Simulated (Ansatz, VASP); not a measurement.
Two plane-wave programs on Rb

```
CELL_PARAMETERS angstrom
0.00000 4.70420 4.70420
4.70420 0.00000 4.70420
4.70420 4.70420 0.00000
ATOMIC_POSITIONS crystal
Rb 0.87500 0.87500 0.87500
Rb 0.12500 0.12500 0.12500
```

Alike in both runs: task single point; functional PBEsol; k mesh 8 × 8 × 8; no spin polarisation.

|  | VASP | Ansatz |
| --- | --- | --- |
| version | VASP 6.6.1 | Ansatz 0.2.0 |
| potentials or method | VASP PAW PBE potentials, release 64 (Rb_sv) | PAW with Ansatz's default frozen-core files, scalar-relativistic |
| plane-wave cutoff (eV) | 520 | 420 |
| occupations | tetrahedron | tetrahedron-uncorrected |
| valence electrons in the cell | 18 | 18 |

```csv
,VASP,Ansatz,Ansatz less VASP
gap on the k mesh at the Fermi level (eV),none,none,-
pressure (GPa),0.4,0.4,0.00
```

VASP's potentials were made for PBE, not for PBEsol. A gap of «none» marks a metal or a gap that the smearing closes. Ansatz's warnings: band table not solved further, stress scf threshold loose.
